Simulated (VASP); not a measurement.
A run of VASP 6.6.1 is set up as follows.

INCAR

```
ALGO = Normal
EDIFF = 1E-7
EDIFFG = -0.04
ENCUT = 600
GGA = PE
IBRION = 2
ISIF = 3
ISMEAR = 0
LASPH = T
LCHARG = F
LREAL = F
LWAVE = F
NELM = 100
NSW = 90
PREC = Accurate
SIGMA = 0.1
```

Contents of KPOINTS:

```
k-points
0
Gamma
  4 4 4
```

Contents of POSCAR:

```
SiTe4H
1.0
    6.2195625300      0.0000000000      0.0000000000
    0.0000000000      6.2195625300      0.0000000000
    0.0000000000      0.0000000000      4.9139236500
Si Te H
1 4 1
Direct
    0.0000000000      0.0000000000      0.0000000000
    0.2165332200      0.5000000000      0.5000000000
    0.7834667800      0.5000000000      0.5000000000
    0.5000000000      0.7834667800      0.5000000000
    0.5000000000      0.2165332200      0.5000000000
    0.5000000000      0.5000000000      0.5000000000
```

Potentials or basis: VASP PAW PBE potentials, release 64 (Si, Te, H).

Command:

```console
$ cat potpaw_PBE.64/Si/POTCAR potpaw_PBE.64/Te/POTCAR potpaw_PBE.64/H/POTCAR > POTCAR
$ mpirun -np 1 vasp_std > vasp.out
```

**Question.** What does it give for the relaxed cell?

**Answer.** a = 7.497 Å, b = 7.497 Å, c = 3.131 Å, α = 90.00°, β = 90.00°, γ = 90.00°.

**Question.** Predict the space group after relaxing (to 0.05 Å).

**Answer.** P4/mmm (No. 123).

**Question.** Predict the relaxed volume.

**Answer.** 29.32 Å³/atom.

Final structure:
```yaml
crystal:
  lattice:
    - [7.49672, 0.00000, 0.00000]
    - [0.00000, 7.49672, 0.00000]
    - [0.00000, 0.00000, 3.13071]
  atoms:
    - { symbol: Si, position: [0.00000, 0.00000, 0.00000] }
    - { symbol: Te, position: [0.19286, 0.50000, 0.50000] }
    - { symbol: Te, position: [0.80714, 0.50000, 0.50000] }
    - { symbol: Te, position: [0.50000, 0.80714, 0.50000] }
    - { symbol: Te, position: [0.50000, 0.19286, 0.50000] }
    - { symbol: H, position: [0.50000, 0.50000, 0.50000] }
```
